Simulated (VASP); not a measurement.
# WC (P1) in VASP: further runs

WC is run at these levels: PBEsol; tasks: single point.

Everything below comes from runs of VASP 6.6.1. Logs are shortened: lines on timing, memory, paths and dates and some standing lists are left out, and cuts for length are marked.

**1. The cell of the first run**

The typed cell holds 16 atoms: a = 5.906 Å, b = 5.115 Å, c = 5.773 Å, α = 90.00°, β = 90.00°, γ = 90.00°.

**2. Single point, PBEsol**

Contents of INCAR:

```
SYSTEM = WC
  PREC = Accurate
  ENCUT = 520
  EDIFF = 1E-6
  ISMEAR = -1
  SIGMA = 0.24
  LREAL = Auto
  LASPH = .True.
  NELM = 80
  ALGO = Normal
  ISIF = 2
  LWAVE = .False.
  LCHARG = .True.
  GGA = PS
  LELF = .True.
  LVHAR = .True.
  NBANDS = 86
```

Contents of KPOINTS:

```
regular mesh
0
Gamma
  3 3 3
  0 0 0
```

Contents of POSCAR:

```
WC
1.0
   -2.9530380000     -5.1148120000      0.0000000000
    4.4295570000     -2.5574060000      0.0000000000
    0.0000000000      0.0000000000      5.7734360000
W C
8 8
Direct
    0.7444350317      0.5152309671     -0.0142376221
    0.7705088024      0.5319813636      0.4996677888
    0.5086345857     -0.0139478373     -0.0065125863
    0.5211550974     -0.0067296105      0.5236050075
    0.2675111065      0.4745554607      0.0174765945
    0.2520973935      0.5183256887      0.4987151499
   -0.0031117132      0.0090778813      0.0127133998
   -0.0116811359      0.0191001406      0.4863828057
    0.5218938276      0.6850735423      0.2748103556
    0.5099177368      0.6673819647      0.7780288896
    0.2568728034      0.1872772265      0.2765597471
    0.2497869795      0.1888970934      0.7399926145
    0.0054342540      0.6750218043      0.2851508183
    0.0216853848      0.6951118961      0.7906037237
    0.7477626371      0.2018196136      0.2752260526
    0.7443258197      0.1546932187      0.7498134560
```

Potentials or basis: VASP PAW PBE potentials, release 64 (W_sv, C).

On the command line:

```
$ cat potpaw_PBE.64/W_sv/POTCAR potpaw_PBE.64/C/POTCAR > POTCAR
$ mpirun -np 1 vasp_std > vasp.out
```

OUTCAR:

```text
SYSTEM = WC
   PREC = Accurate
   ENCUT = 520
   EDIFF = 1E-6
   ISMEAR = -1
   LREAL = Auto
   LASPH = .True.
   NELM = 80
   ISIF = 2
   GGA = PS

 ion  position               nearest neighbor table
   1  0.744  0.515  0.986-  10 1.99  14 2.19  16 2.29   9 2.30  15 2.32  13 2.46   3 2.78   2 2.81
                             5 2.83   7 2.94   2 2.97   7 2.99   3 3.04   5 3.10
   2  0.771  0.532  0.500-  13 2.00   9 2.11  15 2.13  10 2.33  14 2.39  16 2.42   4 2.78   8 2.81
                             1 2.81   6 2.85   8 2.92   1 2.97   6 3.06   4 3.13
   3  0.509  0.986  0.993-  10 2.05  16 2.16   9 2.24  12 2.36  15 2.42  11 2.44   4 2.71   1 2.78
                             5 2.88   7 2.89   5 2.98   7 3.03   1 3.04   4 3.06
   4  0.521  0.993  0.524-  16 2.03   9 2.13  10 2.22  15 2.23  12 2.27  11 2.34   3 2.71   8 2.77
                             2 2.78   6 2.91   3 3.06   6 3.12   2 3.13   8 3.16
   5  0.268  0.475  0.017-  11 2.10  12 2.17  10 2.22  14 2.26   9 2.37  13 2.42   6 2.79   1 2.83
                             7 2.87   3 2.88   3 2.98   6 3.00   1 3.10   7 3.17
   6  0.252  0.518  0.499-  13 2.07  11 2.12  12 2.19   9 2.22  10 2.35  14 2.35   5 2.79   2 2.85
                             4 2.91   8 2.99   8 3.00   5 3.00   2 3.06   4 3.12
   7  0.997  0.009  0.013-  14 2.06  16 2.25  13 2.32  15 2.33  11 2.35  12 2.36   8 2.74   5 2.87
                             3 2.89   1 2.94   1 2.99   3 3.03   8 3.04   5 3.17
   8  0.988  0.019  0.486-  15 2.09  13 2.11  11 2.17  16 2.21  12 2.30  14 2.42   7 2.74   4 2.77
                             2 2.81   2 2.92   6 2.99   6 3.00   7 3.04   4 3.16
   9  0.522  0.685  0.275-   2 2.11   4 2.13   6 2.22   3 2.24   1 2.30   5 2.37
  10  0.510  0.667  0.778-   1 1.99   3 2.05   5 2.22   4 2.22   2 2.33   6 2.35
  11  0.257  0.187  0.277-   5 2.10   6 2.12   8 2.17   4 2.34   7 2.35   3 2.44
  12  0.250  0.189  0.740-   5 2.17   6 2.19   4 2.27   8 2.30   3 2.36   7 2.36
  13  0.005  0.675  0.285-   2 2.00   6 2.07   8 2.11   7 2.32   5 2.42   1 2.46
  14  0.022  0.695  0.791-   7 2.06   1 2.19   5 2.26   6 2.35   2 2.39   8 2.42
  15  0.748  0.202  0.275-   8 2.09   2 2.13   4 2.23   1 2.32   7 2.33   3 2.42
  16  0.744  0.155  0.750-   4 2.03   3 2.16   8 2.21   7 2.25   1 2.29   2 2.42

  LATTYP: Found a simple orthorhombic cell.
 ALAT       =     5.1148118895
 B/A-ratio  =     1.1287680026
 C/A-ratio  =     1.1547005550

  Lattice vectors:

 A1 = (   4.4295570000,  -2.5574060000,   0.0000000000)
 A2 = (   0.0000000000,   0.0000000000,   5.7734360000)
 A3 = (  -2.9530380000,  -5.1148120000,   0.0000000000)

Analysis of symmetry for initial positions (statically):
=====================================================================
 Subroutine PRICEL returns:
 Original cell was already a primitive cell.

 Routine SETGRP: Setting up the symmetry group for a
 simple orthorhombic supercell.

 Subroutine GETGRP returns: Found  1 space group operations
 (whereof  1 operations were pure point group operations)
 out of a pool of  8 trial point group operations.
[... 146 lines left out ...]
   EFERMI =   0.00;   METHOD = LEGACY
   ISMEAR =    -1;   SIGMA  =   0.24  broadening in eV -4-tet -1-fermi 0-gaus
   EFERMI_NEDOS =   21; number of points for ismear=-14 and -15
   IALGO  =     38    algorithm
   IMIX   =      4    mixing-type and parameters
     AMIX     =   0.40;   BMIX     =  1.00
     AMIX_MAG =   1.60;   BMIX_MAG =  1.00
  volume/ion in A,a.u.               =      10.90        73.56
  Fermi-wavevector in a.u.,A,eV,Ry     =   1.535823  2.902286 32.092794  2.358754
  Thomas-Fermi vector in A             =   2.642558
   LORBIT       =      0    0 simple, 1 ext, 2 COOP (PROOUT), +10 PAW based schemes
   GGA     = PS    functional components
   LHFCALC =     F    Hartree Fock is set to
   AEXX    =    0.0000 exact exchange contribution
   IVDW    =     0    specifies the selected vdW correction
   LEPSILON=     F    determine dielectric tensor
   LRPA    =     F    only Hartree local field effects (RPA)
 non-spin polarized calculation
  energy-cutoff  :      520.00
  volume of cell :      174.41
 maximum number of plane-waves:      4722
 NGX is ok and might be reduce to    48
   NGX = 21   NGY = 19   NGZ = 21

 number of electron     144.0000006 magnetization

 Free energy of the ion-electron system (eV)
  ---------------------------------------------------
  ext. energy  EPLUGINS =         0.00000000
  ---------------------------------------------------
  free energy    TOTEN  =      -186.98941758 eV

  energy without entropy =     -186.29070273  energy(sigma->0) =     -186.64006016

 E-fermi :  10.4643     XC(G=0): -13.6293

 val. band max:       10.4432920250   @ k =   0.3333   0.0000   0.3333
 cond. band min:      10.5233091438   @ k =  -0.3333  -0.0000   0.3333
 fundamental gap:      0.0800171188
 Fermi energy:        10.4643464197

 k-point     1 :       0.0000    0.0000    0.0000
  band No.  band energies     occupation
      1     -63.7691      2.00000
      2     -63.7224      2.00000
      3     -63.7156      2.00000
      4     -63.7116      2.00000
      5     -63.6448      2.00000
      6     -63.5972      2.00000
[... 1207 lines left out ...]
     83      13.7922      0.00000
     84      14.0597      0.00000
 [bands above 84 left out]

------------------------ aborting loop because EDIFF is reached ----------------------------------------

  FORCE on cell =-STRESS in cart. coord.  units (eV):
  Direction    XX          YY          ZZ          XY          YZ          ZX
  --------------------------------------------------------------------------------------
  -------------------------------------------------------------------------------------
  Total       -8.6949666     -9.4954294    -11.7819265     -0.0437094     -1.2942929      0.5163068
  in kB      -79.8758402    -87.2292481   -108.2340297     -0.4015341    -11.8899516      4.7430241
  external PRESSURE =     -91.7797060 kB  Pullay stress =       0.0000000 kB

 VOLUME and BASIS-vectors are now :
 -----------------------------------------------------------------------------
  energy-cutoff  :      520.00
  volume of cell :      174.41
      direct lattice vectors                 reciprocal lattice vectors
    -2.953038000 -5.114812000  0.000000000    -0.084658579 -0.146632955  0.000000000
     4.429557000 -2.557406000  0.000000000     0.169317157 -0.097755304  0.000000000
     0.000000000  0.000000000  5.773436000     0.000000000  0.000000000  0.173207082

 POSITION                                       TOTAL-FORCE (eV/Angst)
 -----------------------------------------------------------------------------------
      0.08390     -5.12530      5.69124        -3.237743     -1.525217      3.933659
      0.08110     -5.30150      2.88480        -1.275130      3.235336      2.156213
      2.86576     -5.12331      5.73584         3.032876     -0.802850      3.224130
      2.86076     -5.20581      3.02300         3.925434      1.974199     -3.540391
      1.31210     -2.58190      0.10090         3.704495     -0.602283     -1.650774
      1.55150     -2.61500      2.87930        -1.307462     -1.074998      2.751303
[... 8 lines left out ...]
     -1.31420     -4.34080      1.58900        -1.214617      0.571126     -1.782708
     -1.51280     -4.20270      4.32900         0.543486     -2.349065      1.581871
 -----------------------------------------------------------------------------------
    total drift:                                0.001147     -0.001907     -0.006761

  FREE ENERGIE OF THE ION-ELECTRON SYSTEM (eV)
  ---------------------------------------------------
  free  energy   TOTEN  =      -186.9894175838 eV

  energy  without entropy=     -186.2907027341  energy(sigma->0) =     -186.64006016
```

stdout:

```text
POSCAR found type information on POSCAR W C
 POSCAR found :  2 types and      16 ions
 scaLAPACK will be used
 -----------------------------------------------------------------------------
|                                                                             |
|                                                                             |
|     You enforced a specific xc type in the INCAR file but a different       |
|     I HOPE YOU KNOW WHAT YOU ARE DOING!                                     |
|                                                                             |
 -----------------------------------------------------------------------------

 LDA part: xc-table for (Slater+PW92), standard interpolation
 POSCAR, INCAR and KPOINTS ok, starting setup
 FFT: planning ... GRIDC
 FFT: planning ... GRID_SOFT
 FFT: planning ... GRID
 WAVECAR not read
 entering main loop
```

Wall time 4.7 min (1 thread of AMD EPYC 9R45 (Zen 5), shared host); peak memory 0.33 GiB.

What came out:

```yaml
Free_energy: -186.9894 eV
Pressure: -9.2 GPa
Largest_force: 5.643 eV/Å
Band_gap_on_the_k_mesh: zero (bands 72 and 73 overlap by 0.02 eV)
```

Forces on the atoms (eV/Å):
```
W   -3.238 -1.525  3.934
W   -1.275  3.235  2.156
W    3.033 -0.803  3.224
W    3.925  1.974 -3.540
W    3.704 -0.602 -1.651
W   -1.307 -1.075  2.751
W    0.105 -1.056 -0.915
W   -1.519 -2.730  3.857
C   -0.152  1.269 -1.548
C    0.436  1.115 -2.757
C   -1.392  0.722 -1.232
C   -1.193  0.610  1.390
C    0.560 -0.998 -3.343
C   -1.016  1.641 -2.126
C   -1.215  0.571 -1.783
C    0.543 -2.349  1.582
```

Levels at points of the mesh, in eV from the Fermi level:
```csv
k point,band 69,band 70,band 71,band 72,band 73,band 74,band 75,band 76
"(0.00, 0.00, 0.00)",-0.58,-0.48,-0.36,-0.24,-0.08,0.83,1.31,1.58
```

Caveat: the k points lie up to 0.41 Å⁻¹ apart; the PAW data sets were made with another functional, which shifts forces and pressure a little; spin-orbit coupling is left out, which moves the levels of the heavy elements.

**3. Single point, PBEsol**

Contents of INCAR:

```
PREC = Accurate ; ENCUT = 520
EDIFF = 1E-6 ; ISMEAR = -1
SIGMA = 0.24 ; LREAL = Auto
LASPH = T ; NELM = 60
ALGO = Normal ; ISIF = 2
LWAVE = F ; LCHARG = F
GGA = PS ; NBANDS = 86
```

Contents of KPOINTS:

```
regular mesh
0
Gamma
  3 3 3
```

Contents of POSCAR:

```
WC
1.0
   -2.9530380000     -5.1148120000      0.0000000000
    4.4295570000     -2.5574060000      0.0000000000
    0.0000000000      0.0000000000      5.7734360000
W C
8 8
Direct
    0.7640634319      0.5287229285      0.0051442503
    0.7579489451      0.5344218478      0.5081202944
    0.5065017066      0.0250406049      0.0458825559
    0.5243237242      0.0108245321      0.4970870033
    0.2729360490      0.4717606127     -0.0046765912
    0.2327842129      0.5336471856      0.5126929613
   -0.0128743769      0.0219167460     -0.0114489881
    0.0043119390      0.0320423283      0.5033744204
    0.4756216518      0.6822869220      0.2563811221
    0.5113826442      0.6714514297      0.7050567461
    0.2562193944      0.1595702704      0.2787421563
    0.3069998562      0.1576415523      0.7704250987
    0.0355078907      0.7039882657      0.2579919479
   -0.0032961275      0.6755904508      0.7408932913
    0.7497437351      0.1934779799      0.2600531122
    0.7299241798      0.1838093155      0.7342594601
```

Potentials or basis: VASP PAW PBE potentials, release 64 (W_sv, C).

On the command line:

```
$ cat potpaw_PBE.64/W_sv/POTCAR potpaw_PBE.64/C/POTCAR > POTCAR
$ mpirun -np 1 vasp_std > vasp.out
```

It took 5.4 min on 1 thread of AMD EPYC 9R45 (Zen 5), shared host; peak memory 0.33 GiB.

It converged, with:

* Free energy: -185.5843 eV
* Pressure: -7.5 GPa
* Largest force: 5.881 eV/Å
* Band gap on the k mesh: zero (bands 72 and 73 overlap by 0.09 eV)

Forces on the atoms (eV/Å):
```
W   -0.058  1.383 -0.125
W   -2.148  1.452 -2.677
W   -2.242  0.632 -5.400
W    1.933  2.812  2.625
W    4.873 -1.012  1.546
W   -4.207 -2.162 -1.833
W   -1.799 -1.631  2.070
W   -1.402  0.420  0.608
C   -1.471 -1.487 -0.508
C    0.711  0.867  4.416
C    2.190 -0.684 -1.656
C    2.531  2.645 -1.283
C    1.037  2.609 -1.421
C    0.832 -1.048  1.938
C   -0.099 -1.634 -0.551
C   -0.682 -3.161  2.250
```

Stress tensor (GPa, compression positive):
```
-6.85  1.38  1.61
 1.38 -7.03 -0.97
 1.61 -0.97 -8.73
```

Levels at points of the mesh, in eV from the Fermi level:
```tsv
k point	band 69	band 70	band 71	band 72	band 73	band 74	band 75	band 76
(0.00, 0.00, 0.00)	-0.78	-0.68	-0.31	-0.06	0.26	0.85	1.18	1.49
```

Caveat: the k points lie up to 0.41 Å⁻¹ apart; the PAW data sets were made with another functional, which shifts forces and pressure a little; spin-orbit coupling is left out, which moves the levels of the heavy elements.

**4. Single point, PBEsol**

Contents of INCAR:

```
SYSTEM = WC
ALGO     = Normal         ! electronic algorithm
EDIFF    = 1E-7           ! SCF threshold, eV
ENCUT    = 520            ! plane-wave cutoff, eV
GGA      = PS             ! functional
ISIF     = 2              ! what is computed and relaxed
ISMEAR   = -1             ! smearing method
LASPH    = .True.         ! aspherical terms in the spheres
LCHARG   = .False.        ! write CHGCAR
LREAL    = Auto         
LWAVE    = .False.        ! write WAVECAR
NBANDS   = 86             ! bands
NELM     = 80             ! most SCF steps
PREC     = Accurate       ! precision mode
SIGMA    = 0.24           ! smearing width, eV
```

Contents of KPOINTS:

```
k-points
0
Gamma
  3 3 3
  0 0 0
```

Contents of POSCAR:

```
WC
1.0
   -2.9530380000     -5.1148120000      0.0000000000
    4.4295570000     -2.5574060000      0.0000000000
    0.0000000000      0.0000000000      5.7734360000
W C
8 8
Direct
    0.7775238604      0.5312850711      0.0172860667
    0.7039976956      0.5286153778      0.5020407258
    0.5240166177      0.0300122529      0.0507843163
    0.4998359535      0.0130339364      0.4811346311
    0.2739955890      0.5177762441     -0.0034468209
    0.2630128091      0.5469365943      0.4936228617
   -0.0150526682      0.0639677735     -0.0088508819
    0.0075163837      0.0424864533      0.4822777978
    0.5009510030      0.6943871245      0.2518084551
    0.5018158553      0.6939477898      0.7483931579
    0.2568501393      0.2018685439      0.2571085918
    0.2167557879      0.2314199994      0.7089192640
   -0.0209059110      0.6750706787      0.2941056244
   -0.0222264018      0.6912800966      0.7568976256
    0.7439969271      0.1975030907      0.2735113025
    0.7550427273      0.2298807455      0.7703558158
```

On the command line:

```
$ cat potpaw_PBE.64/W_sv/POTCAR potpaw_PBE.64/C/POTCAR > POTCAR
$ mpirun -np 1 vasp_std > vasp.out
```

Wall time 5.6 min (1 thread of AMD EPYC 9R45 (Zen 5), shared host); peak memory 0.33 GiB.

Results (log left out):

```yaml
Free_energy: -184.4815 eV
Pressure: -1.5 GPa
Largest_force: 8.810 eV/Å
Band_gap_on_the_k_mesh: zero (bands 72 and 73 overlap by 0.17 eV)
```

Forces on the atoms (eV/Å):
```
W    2.940  1.856 -1.203
W   -4.353 -6.351  2.235
W    1.144  2.127 -8.472
W    2.989 -0.666  6.439
W    2.150  1.612 -0.672
W    0.900  4.552  1.307
W   -4.009 -1.113  0.379
W   -0.305  2.413  2.923
C   -0.473  0.494 -1.049
C    1.414 -0.005  1.640
C    0.401  0.389 -1.169
C   -1.962 -0.838  2.745
C    0.275 -1.957 -2.282
C    0.507 -2.492 -0.394
C   -0.426 -1.757 -1.035
C   -1.191  1.737 -1.393
```

Stress tensor (GPa, compression positive):
```
-1.29  1.85 -2.47
 1.85 -1.23 -0.85
-2.47 -0.85 -2.07
```

Levels at points of the mesh, in eV from the Fermi level:
```tsv
k point	band 69	band 70	band 71	band 72	band 73	band 74	band 75	band 76
(0.00, 0.00, 0.00)	-0.72	-0.46	-0.20	0.01	0.17	0.73	1.04	1.47
```

Caveat: the k points lie up to 0.41 Å⁻¹ apart; the PAW data sets were made with another functional, which shifts forces and pressure a little; spin-orbit coupling is left out, which moves the levels of the heavy elements.

**5. Single point, PBEsol**

Contents of INCAR:

```
PREC = Accurate
ENCUT = 520
EDIFF = 1E-6
ISMEAR = -1
SIGMA = 0.24
LREAL = Auto
LASPH = True
NELM = 60
ALGO = Normal
ISIF = 2
LWAVE = False
LCHARG = False
GGA = PS
NBANDS = 86
```

Contents of KPOINTS:

```
regular mesh
0
Gamma
  3 3 3
```

Contents of POSCAR:

```
WC
1.0
   -2.9530380000     -5.1148120000      0.0000000000
    4.4295570000     -2.5574060000      0.0000000000
    0.0000000000      0.0000000000      5.7734360000
W C
8 8
Direct
    0.7625214620      0.5381023098     -0.0010392425
    0.7573680549      0.5543526466      0.5144250322
    0.4976087425      0.0748511704     -0.0123843063
    0.5027001954      0.0724886890      0.5158972924
    0.2667742289      0.5768735870      0.0053347781
    0.2732292290      0.5596623536      0.5203833558
    0.0215292775      0.0177843460     -0.0016627880
   -0.0060308325      0.0558951431      0.5158280095
    0.5072452994      0.7155827647      0.3082393223
    0.5364196596      0.7125244440      0.7506621707
    0.2783679153      0.1899582806      0.2719524387
    0.2317310207      0.2147642552      0.7328045206
    0.0028268030      0.7695459516      0.2776682724
    0.0287315692      0.7103070162      0.7514242818
    0.7437265686      0.2387491162      0.2751567697
    0.7420942902      0.2056487000      0.7599460702
```

On the command line:

```
$ cat potpaw_PBE.64/W_sv/POTCAR potpaw_PBE.64/C/POTCAR > POTCAR
$ mpirun -np 1 vasp_std > vasp.out
```

Run time: 5.2 min. Hardware: 1 thread of AMD EPYC 9R45 (Zen 5), shared host; peak memory 0.33 GiB.

The run converged. Its results:

```
Free energy            : -186.3015 eV
Pressure               : -7.2 GPa
Largest force          : 5.302 eV/Å
Band gap on the k mesh : zero (bands 72 and 73 overlap by 0.06 eV)
```

Forces on the atoms (eV/Å):
```
W    1.023 -0.781  2.239
W   -0.883 -1.798 -1.200
W   -2.303  0.515  3.439
W   -3.199  0.741 -1.482
W   -2.425  0.728  1.541
W    0.550  2.715 -1.713
W    5.068 -0.798  1.336
W    0.525 -1.321 -1.678
C    0.771 -0.985 -4.041
C    2.010  1.674  1.929
C    3.642  0.908 -1.636
C   -0.744 -2.378  2.773
C   -4.472  1.968 -1.268
C    1.079  1.203  0.850
C   -0.941 -0.115 -1.409
C    0.298 -2.277  0.318
```

Stress tensor (GPa, compression positive):
```
-6.70  0.10  0.57
 0.10 -7.17  1.14
 0.57  1.14 -7.82
```

Levels at points of the mesh, in eV from the Fermi level:
```
           k point  band 68  band 69  band 70  band 71  band 72  band 73  band 74  band 75  band 76  band 77
(0.00, 0.00, 0.00)    -0.88    -0.72    -0.49    -0.35    -0.17     0.08     0.76     1.23     1.52     1.82
```

Caveat: the k points lie up to 0.41 Å⁻¹ apart; the atoms stand as in a frame of molecular dynamics; the PAW data sets were made with another functional, which shifts forces and pressure a little; spin-orbit coupling is left out, which moves the levels of the heavy elements.

**6. Summary**

| cell | gap on the mesh (eV) | pressure (GPa) | largest force (eV/Å) |
| --- | --- | --- | --- |
| as given, atomic positions A | none | -9.2 | 5.64 |
| as given, atomic positions B | none | -7.5 | 5.88 |
| as given, atomic positions C | none | -1.5 | 8.81 |
| as given, atomic positions D | none | -7.2 | 5.30 |

Alike in all rows: task single point; level PBEsol; potentials or basis VASP PAW PBE potentials, release 64 (W_sv, C); no spin polarisation; k mesh 3 × 3 × 3; cutoff (eV) 520; smearing fermi-dirac 0.24 eV.

Caveats: all runs use coarse meshes; the PAW data sets were made with another functional, which shifts forces and pressure a little; spin-orbit coupling is left out, which moves the levels of the heavy elements; the atoms stand as in a frame of molecular dynamics (at least some runs).

Total energies depend on the potentials used, so only differences within one code and one set of settings carry meaning.

The gap in the log of VASP goes by the Fermi energy; the results here count the filled bands.